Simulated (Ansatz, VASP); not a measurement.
Hf: VASP beside Ansatz

```
Hf
1.0
     3.19783    0.00000    0.00000
    -1.59891    2.76940    0.00000
     0.00000    0.00000    5.09958
Hf
2
Cartesian
  0.0000 1.8463 1.2749
  1.5989 0.9231 3.8247
```

Alike in both runs: functional PBE; k mesh 6 × 6 × 4; occupations gaussian, width 0.1 eV; no spin polarisation.

Ansatz relaxed the structure, and its values are those at the end. VASP's run is a single point on that final structure, the one shown.

|  | VASP | Ansatz |
| --- | --- | --- |
| version | VASP 6.6.1 | Ansatz 0.2.0 |
| potentials or method | VASP PAW PBE potentials, release 64 (Hf_pv), cutoff 500 eV | scalar-relativistic, plane waves, PAW |
| valence electrons in the cell | 20 | 52 |

```csv
,VASP,Ansatz,Ansatz less VASP
gap on the k mesh at the Fermi level (eV),none,none,-
pressure (GPa),-0.4,0.0,+0.44
```

A gap of «none» marks a metal or a gap that the smearing closes. VASP's potentials hold 20 valence electrons a cell and Ansatz's 52, so a difference there can come from the potentials and not from the codes.

The k mesh is coarse, so the values compare programs but aren't converged. Neither program's run includes spin-orbit coupling.
